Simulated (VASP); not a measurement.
# Ag4F in VASP: further runs

The runs below take Ag4F through single point, with PBEsol.

All numbers are computed with VASP 6.6.1; they aren't measurements. Logs are shortened: lines on timing, memory, paths and dates and some standing lists are left out, and cuts for length are marked.

## Step 1: The cell of the first run

The cell holds a slab with vacuum, 5 atoms: a = 2.867 Å, b = 2.867 Å, c = 25.082 Å, α = 90.00°, β = 90.00°, γ = 90.00°.

## Step 2: Single point, PBEsol

Contents of INCAR:

```
SYSTEM = Ag4F
PREC = Accurate
ENCUT = 520
EDIFF = 1E-6
ISMEAR = 0
SIGMA = 0.1
LREAL = .FALSE.
LASPH = .TRUE.
NELM = 80
ALGO = Normal
ISIF = 2
LWAVE = .FALSE.
LCHARG = .FALSE.
LDIPOL = .TRUE.
IDIPOL = 3
DIPOL = 0.5 0.5 0.499
GGA = PS
NBANDS = 34
```

Contents of KPOINTS:

```
regular mesh
0
G
  10 10 1
  0 0 0
```

Contents of POSCAR:

```
Ag4F
1.0
    2.8669036820      0.0000000000      0.0000000000
    0.0000000000      2.8669036820      0.0000000000
    0.0000000000      0.0000000000     25.0816211037
Ag F
4 1
Direct
    0.5000000000      0.5000000000      0.3388935654
    0.0000000000      0.0000000000      0.4197179677
    0.5000000000      0.5000000000      0.4998426910
    0.0000000000      0.0000000000      0.5788132408
    0.0000000000      0.0000000000      0.6562487080
```

Potentials or basis: VASP PAW PBE potentials, release 64 (Ag, F).

On the command line:

```
$ cat potpaw_PBE.64/Ag/POTCAR potpaw_PBE.64/F/POTCAR > POTCAR
$ mpirun -np 1 vasp_std > vasp.out
```

OUTCAR:

```text
SYSTEM = Ag4F
   PREC = Accurate
   ENCUT = 520
   EDIFF = 1E-6
   ISMEAR = 0
   LREAL = .FALSE.
   LASPH = .TRUE.
   NELM = 80
   ISIF = 2
   GGA = PS

 ion  position               nearest neighbor table
   1  0.500  0.500  0.339-   2 2.87   2 2.87   2 2.87   2 2.87
   2  0.000  0.000  0.420-   3 2.85   3 2.85   3 2.85   3 2.85   1 2.87   1 2.87   1 2.87   1 2.87

   3  0.500  0.500  0.500-   4 2.83   4 2.83   4 2.83   4 2.83   2 2.85   2 2.85   2 2.85   2 2.85

   4  0.000  0.000  0.579-   5 1.94   3 2.83   3 2.83   3 2.83   3 2.83
   5  0.000  0.000  0.656-   4 1.94

  LATTYP: Found a simple tetragonal cell.
 ALAT       =     2.8669036820
 C/A-ratio  =     8.7486793718

  Lattice vectors:

 A1 = (   2.8669036820,   0.0000000000,   0.0000000000)
 A2 = (   0.0000000000,   2.8669036820,   0.0000000000)
 A3 = (   0.0000000000,   0.0000000000,  25.0816211037)

Analysis of symmetry for initial positions (statically):
=====================================================================
 Subroutine PRICEL returns:
 Original cell was already a primitive cell.

 Routine SETGRP: Setting up the symmetry group for a
 simple tetragonal supercell.

 Subroutine GETGRP returns: Found  8 space group operations
 (whereof  8 operations were pure point group operations)
 out of a pool of 16 trial point group operations.

The static configuration has the point symmetry C_4v.

Analysis of symmetry for dynamics (positions and initial velocities):
=====================================================================
 Subroutine PRICEL returns:
 Original cell was already a primitive cell.

 Routine SETGRP: Setting up the symmetry group for a
 simple tetragonal supercell.

 Subroutine GETGRP returns: Found  8 space group operations
 (whereof  8 operations were pure point group operations)
 out of a pool of 16 trial point group operations.

The dynamic configuration has the point symmetry C_4v.

 Subroutine INISYM returns: Found  8 space group operations
 (whereof  8 operations are pure point group operations),
 and found     1 'primitive' translations

----------------------------------------------------------------------------------------

                                     Primitive cell

  volume of cell :     206.1493

  direct lattice vectors                    reciprocal lattice vectors
     2.866903682  0.000000000  0.000000000     0.348808370  0.000000000  0.000000000
     0.000000000  2.866903682  0.000000000     0.000000000  0.348808370  0.000000000
     0.000000000  0.000000000 25.081621104     0.000000000  0.000000000  0.039869831

  length of vectors
     2.866903682  2.866903682 25.081621104     0.348808370  0.348808370  0.039869831

  position of ions in fractional coordinates (direct lattice)
     0.500000000  0.500000000  0.338893565
     0.000000000  0.000000000  0.419717968
     0.500000000  0.500000000  0.499842691
     0.000000000  0.000000000  0.578813241
     0.000000000  0.000000000  0.656248708

  ion indices of the primitive-cell ions
   primitive index   ion index
                 1           1
                 2           2
                 3           3
                 4           4
                 5           5

----------------------------------------------------------------------------------------

 KPOINTS: regular mesh

Automatic generation of k-mesh.
 Grid dimensions read from file:
 generate k-points for:   10   10    1

 Generating k-lattice:

  Cartesian coordinates                     Fractional coordinates (reciprocal lattice)
     0.034880837  0.000000000  0.000000000     0.100000000  0.000000000  0.000000000
     0.000000000  0.034880837  0.000000000     0.000000000  0.100000000  0.000000000
     0.000000000  0.000000000  0.039869831     0.000000000  0.000000000  1.000000000

  Length of vectors
     0.034880837  0.034880837  0.039869831

  Shift w.r.t. Gamma in fractional coordinates (k-lattice)
     0.000000000  0.000000000  0.000000000

 Subroutine IBZKPT returns following result:
 ===========================================

 Found     21 irreducible k-points:

 Following reciprocal coordinates:
            Coordinates               Weight
  0.000000  0.000000  0.000000      1.000000
  0.100000  0.000000  0.000000      4.000000
  0.200000  0.000000  0.000000      4.000000
  0.300000  0.000000  0.000000      4.000000
  0.400000  0.000000  0.000000      4.000000
  0.500000  0.000000  0.000000      2.000000
[... 13 lines left out ...]
  0.500000  0.400000  0.000000      4.000000
  0.500000  0.500000  0.000000      1.000000
   k-points           NKPTS =     21   k-points in BZ     NKDIM =     21   number of bands    NBANDS=     34
   number of dos      NEDOS =    301   number of ions     NIONS =      5
   total plane-waves  NPLWV = 110592
   dimension x,y,z NGX =    24 NGY =   24 NGZ =  192
   dimension x,y,z NGXF=    48 NGYF=   48 NGZF=  384
   ions per type =               4   1
   NGX,Y,Z   is equivalent  to a cutoff of  13.92, 13.92, 12.73 a.u.
   NGXF,Y,Z  is equivalent  to a cutoff of  27.83, 27.83, 25.45 a.u.
 SYSTEM =  Ag4F
   PREC   = accura    normal or accurate (medium, high low for compatibility)
   ISTART =      0    job   : 0-new  1-cont  2-samecut
   ICHARG =      2    charge: 1-file 2-atom 10-const
   ISPIN  =      1    spin polarized calculation?
   LNONCOLLINEAR =      F non collinear calculations
   LSORBIT =      F    spin-orbit coupling
   LASPH  =      T    aspherical Exc in radial PAW
   ENCUT  =  520.0 eV  38.22 Ry    6.18 a.u.   5.33  5.33 46.64*2*pi/ulx,y,z
   NELM   =     80;   NELMIN=  2; NELMDL= -5     # of ELM steps
   EDIFF  = 0.1E-05   stopping-criterion for ELM
   LREAL  =      F    real-space projection
   EDIFFG = 0.1E-04   stopping-criterion for IOM
   NSW    =      0    number of steps for IOM
   IBRION =     -1    ionic relax: 0-MD 1-quasi-New 2-CG
   NFREE  =      0    steps in history (QN), initial steepest desc. (CG)
   ISIF   =      2    stress and relaxation
   ISYM   =      2    0-nonsym 1-usesym 2-fastsym
   POTIM  = 0.5000    time-step for ionic-motion
   TEBEG  =    0.0;   TEEND  =   0.0 temperature during run
   PSTRESS=    0.0 pullay stress
   NELECT =      51.0000    total number of electrons
   NUPDOWN=      -1.0000    fix difference up-down
   EMIN   =  10.00;   EMAX   =-10.00  energy-range for DOS
   EFERMI =   0.00;   METHOD = LEGACY
   ISMEAR =     0;   SIGMA  =   0.10  broadening in eV -4-tet -1-fermi 0-gaus
   EFERMI_NEDOS =   21; number of points for ismear=-14 and -15
   IALGO  =     38    algorithm
   IMIX   =      4    mixing-type and parameters
     AMIX     =   0.40;   BMIX     =  1.00
     AMIX_MAG =   1.60;   BMIX_MAG =  1.00
  volume/ion in A,a.u.               =      41.23       278.23
  Fermi-wavevector in a.u.,A,eV,Ry     =   1.027711  1.942092 14.370333  1.056190
  Thomas-Fermi vector in A             =   2.161670
   LORBIT       =      0    0 simple, 1 ext, 2 COOP (PROOUT), +10 PAW based schemes
   GGA     = PS    functional components
   LHFCALC =     F    Hartree Fock is set to
   AEXX    =    0.0000 exact exchange contribution
   IVDW    =     0    specifies the selected vdW correction
   LEPSILON=     F    determine dielectric tensor
   LRPA    =     F    only Hartree local field effects (RPA)
 non-spin polarized calculation
 Gauss-broadening in eV      SIGMA  =   0.10
  energy-cutoff  :      520.00
  volume of cell :      206.15
 maximum number of plane-waves:      5593
 NGX is ok and might be reduce to    24
   NGX = 11   NGY = 11   NGZ = 93

 dipolmoment           0.000000      0.000000     -0.103269 electrons x Angstroem

 number of electron      50.9999994 magnetization

 dipolmoment           0.000000      0.000000      0.277679 electrons x Angstroem

 Free energy of the ion-electron system (eV)
  ---------------------------------------------------
  ext. energy  EPLUGINS =         0.00000000
  ---------------------------------------------------
  free energy    TOTEN  =       -15.06208577 eV

  energy without entropy =      -15.04563960  energy(sigma->0) =      -15.05386268

 E-fermi :  -2.1719     XC(G=0):  -5.1759

 val. band max:       -2.1924498346   @ k =   0.5000   0.0000   0.0000
 cond. band min:      -2.1366739452   @ k =   0.5000   0.5000   0.0000
 fundamental gap:      0.0557758895
 Fermi energy:        -2.1719367455

 k-point     1 :       0.0000    0.0000    0.0000
  band No.  band energies     occupation
      1     -22.2974      2.00000
      2      -9.6040      2.00000
      3      -8.5778      2.00000
      4      -8.3868      2.00000
      5      -8.1215      2.00000
      6      -7.8103      2.00000
[... 26 lines left out ...]
     33       7.7775      0.00000
     34       8.4706      0.00000

 k-point     2 :       0.1000    0.0000    0.0000
  band No.  band energies     occupation
      1     -22.2806      2.00000
      2      -9.4082      2.00000
      3      -8.4688      2.00000
      4      -8.2752      2.00000
      5      -8.0090      2.00000
      6      -7.7330      2.00000
[... 26 lines left out ...]
     33       7.8055      0.00000
     34       8.0222      0.00000

 k-point     3 :       0.2000    0.0000    0.0000
  band No.  band energies     occupation
      1     -22.2363      2.00000
      2      -8.9080      2.00000
      3      -8.3103      2.00000
      4      -7.9310      2.00000
      5      -7.8754      2.00000
      6      -7.5963      2.00000
[... 26 lines left out ...]
     33       6.7215      0.00000
     34       6.9670      0.00000

 k-point     4 :       0.3000    0.0000    0.0000
  band No.  band energies     occupation
      1     -22.1807      2.00000
      2      -8.4560      2.00000
      3      -8.2588      2.00000
      4      -7.8668      2.00000
      5      -7.5438      2.00000
      6      -7.3825      2.00000
[... 26 lines left out ...]
     33       5.6513      0.00000
     34       6.4954      0.00000

 k-point     5 :       0.4000    0.0000    0.0000
  band No.  band energies     occupation
      1     -22.1349      2.00000
      2      -8.3707      2.00000
      3      -8.3429      2.00000
      4      -7.6821      2.00000
      5      -7.4823      2.00000
      6      -7.1879      2.00000
[... 510 lines left out ...]
 k-point    19 :       0.4000    0.4000    0.0000
  band No.  band energies     occupation
      1     -21.9887      2.00000
      2      -8.2773      2.00000
      3      -8.2544      2.00000
      4      -8.1653      2.00000
      5      -8.1389      2.00000
      6      -7.5663      2.00000
[... 26 lines left out ...]
     33       5.9624      0.00000
     34       6.9481      0.00000

 k-point    20 :       0.5000    0.4000    0.0000
  band No.  band energies     occupation
      1     -21.9729      2.00000
      2      -8.3632      2.00000
      3      -8.3463      2.00000
      4      -8.2239      2.00000
      5      -8.2161      2.00000
      6      -7.6589      2.00000
[... 26 lines left out ...]
     33       6.3324      0.00000
     34       6.7426      0.00000

 k-point    21 :       0.5000    0.5000    0.0000
  band No.  band energies     occupation
      1     -21.9573      2.00000
      2      -8.4621      2.00000
      3      -8.4413      2.00000
      4      -8.2827      2.00000
      5      -8.2827      2.00000
      6      -7.7618      2.00000
[... 26 lines left out ...]
     33       5.3076      0.00000
     34       5.8364      0.00000

------------------------ aborting loop because EDIFF is reached ----------------------------------------

 vacuum level on the upper side and lower side of the slab       (xc-potential included)         2.955        -3.136

  FORCE on cell =-STRESS in cart. coord.  units (eV):
  Direction    XX          YY          ZZ          XY          YZ          ZX
  --------------------------------------------------------------------------------------
  -------------------------------------------------------------------------------------
  Total       -0.6512395     -0.6512395     -0.2486279      0.0000000      0.0000000      0.0000000
  in kB       -5.0613868     -5.0613868     -1.9323181      0.0000000      0.0000000      0.0000000
  external PRESSURE =      -4.0183639 kB  Pullay stress =       0.0000000 kB

 VOLUME and BASIS-vectors are now :
 -----------------------------------------------------------------------------
  energy-cutoff  :      520.00
  volume of cell :      206.15
      direct lattice vectors                 reciprocal lattice vectors
     2.866903682  0.000000000  0.000000000     0.348808370  0.000000000  0.000000000
     0.000000000  2.866903682  0.000000000     0.000000000  0.348808370  0.000000000
     0.000000000  0.000000000 25.081621104     0.000000000  0.000000000  0.039869831

 POSITION                                       TOTAL-FORCE (eV/Angst)
 -----------------------------------------------------------------------------------
      1.43345      1.43345      8.50000         0.000000     -0.000000      0.166119
      0.00000      0.00000     10.52721         0.000000      0.000000     -0.160156
      1.43345      1.43345     12.53686        -0.000000      0.000000     -0.003127
      0.00000      0.00000     14.51757         0.000000      0.000000     -0.087076
      0.00000      0.00000     16.45978         0.000000      0.000000      0.084241
 -----------------------------------------------------------------------------------
    total drift:                                0.000000     -0.000000     -0.000772

  FREE ENERGIE OF THE ION-ELECTRON SYSTEM (eV)
  ---------------------------------------------------
  free  energy   TOTEN  =       -15.0620857675 eV

  energy  without entropy=      -15.0456395957  energy(sigma->0) =      -15.05386268

 vacuum level on the upper side and lower side of the slab         8.276         2.086
```

Wall time 2.4 min (1 thread of Intel Xeon 6975P-C (Granite Rapids), shared host); peak memory 0.38 GiB.

What came out:

* Free energy: -15.0621 eV
* Largest force: 0.166 eV/Å

Forces on the atoms (eV/Å):
```
Ag   0.000  0.000  0.166
Ag   0.000  0.000 -0.160
Ag   0.000  0.000 -0.003
Ag   0.000  0.000 -0.087
F    0.000  0.000  0.084
```

Caveat: the PAW data sets were made with another functional, which shifts forces and pressure a little; an odd number of electrons without spin polarisation forces a metal; a magnetic or distorted state may lie lower.

## Step 3: Single point, PBEsol

Contents of INCAR:

```
PREC     = Accurate       # precision mode
ENCUT    = 520            # plane-wave cutoff, eV
EDIFF    = 1E-7           # SCF threshold, eV
ISMEAR   = 0              # smearing method
SIGMA    = 0.1            # smearing width, eV
LREAL    = False          # projectors in reciprocal space
LASPH    = True           # aspherical terms in the spheres
NELM     = 100            # most SCF steps
ALGO     = Normal         # electronic algorithm
ISIF     = 2              # what is computed and relaxed
LWAVE    = False          # write WAVECAR
LCHARG   = False          # write CHGCAR
LDIPOL   = True         
IDIPOL   = 3            
DIPOL    = 0.5 0.5 0.492
GGA      = PS             # functional
NBANDS   = 34             # bands
```

Contents of KPOINTS:

```
regular mesh
0
Gamma
  10 10 1
```

Contents of POSCAR:

```
Ag4F
1.0
    2.8669036820      0.0000000000      0.0000000000
    0.0000000000      2.8669036820      0.0000000000
    0.0000000000      0.0000000000     25.0816211037
Ag F
4 1
Direct
    0.5000000000      0.5000000000      0.3388935654
    0.0000000000      0.0000000000      0.4197179677
    0.5000000000      0.5000000000      0.4999515100
    0.0000000000      0.0000000000      0.5786576487
    0.5000000000      0.5000000000      0.6235482763
```

Potentials or basis: VASP PAW PBE potentials, release 64 (Ag, F).

On the command line:

```
$ cat potpaw_PBE.64/Ag/POTCAR potpaw_PBE.64/F/POTCAR > POTCAR
$ mpirun -np 1 vasp_std > vasp.out
```

Run time: 2.3 min. Hardware: 1 thread of Intel Xeon 6975P-C (Granite Rapids), shared host; peak memory 0.38 GiB.

The run converged. Its results:

```yaml
Free_energy: -16.2369 eV
Largest_force: 0.153 eV/Å
```

Forces on the atoms (eV/Å):
```
Ag   0.000  0.000  0.153
Ag   0.000  0.000 -0.144
Ag   0.000  0.000 -0.006
Ag   0.000  0.000  0.017
F    0.000  0.000 -0.020
```

Levels at points of the mesh, in eV from the Fermi level:
```
           k point  band 22  band 23  band 24  band 25  band 26  band 27  band 28  band 29  band 30  band 31
(0.00, 0.00, 0.00)    -2.79    -1.93    -1.80    -0.92    -0.90    -0.90     0.95     4.43     5.36     5.98
(0.50, 0.00, 0.00)    -2.03    -1.89    -0.51    -0.30     0.01     0.30     2.80     3.48     5.39     6.94
(0.50, 0.50, 0.00)    -1.36    -1.18    -0.62     2.94     2.94     5.48     5.48     7.13     7.28     7.50
```

Caveat: the PAW data sets were made with another functional, which shifts forces and pressure a little; an odd number of electrons without spin polarisation forces a metal; a magnetic or distorted state may lie lower.
